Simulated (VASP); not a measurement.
## PbS: single point with PBE

Crystal: PbS.

```
Pb S
1.0
     0.00000    2.95736    2.99429
     2.95736    0.00000    2.99429
     2.95736    2.95736    0.00000
Pb S
1 1
Direct
  0.00000 0.00000 0.00000
  0.50000 0.50000 0.50000
```

This cell differs from its parent crystal: epitaxial xy strain -1.0%.

```yaml
Program: VASP 6.6.1
Task: single point
Functional: PBE
Potentials_or_basis: VASP PAW PBE potentials, release 64 (Pb_d, S)
Cutoff: 520 eV
k_mesh: 4 × 4 × 4
Occupations: gaussian, width 0.01 eV
Spin: no spin polarisation
Dipole_correction: no
Further_INCAR_settings: ALGO = Normal; EDIFF = 1e-06; NBANDS = 17
```

```json
{
  "Pressure": "2.0 GPa",
  "Band gap on the k mesh": "0.37 eV"
}
```

Stress tensor (GPa, compression positive):
```
2.59 0.00 0.00
0.00 2.59 0.00
0.00 0.00 0.91
```

Levels at points of the mesh, in eV from the valence-band top:
```csv
k point,band 8,band 9,band 10,band 11,band 12,band 13
"(0.00, 0.00, 0.00)",-2.19,-2.19,-2.09,5.02,5.30,5.30
"(0.50, 0.00, 0.00)",-1.78,-1.75,0.00,0.37,1.94,2.01
"(0.50, 0.50, 0.00)",-5.15,-3.40,-3.40,3.91,5.47,5.72
"(0.50, 0.00, 0.50)",-5.17,-3.49,-3.36,3.86,5.51,5.61
```

Wall time 12 s on 1 thread of Intel(R) Xeon(R) 6975P-C (Granite Rapids) (shared host), peak memory 0.17 GiB.

Caveat: the k points lie up to 0.46 Å⁻¹ apart; the cell differs from its parent crystal (epitaxial xy strain -1.0%); spin-orbit coupling is left out, which moves the levels of the heavy elements. A k mesh can miss the band edges.
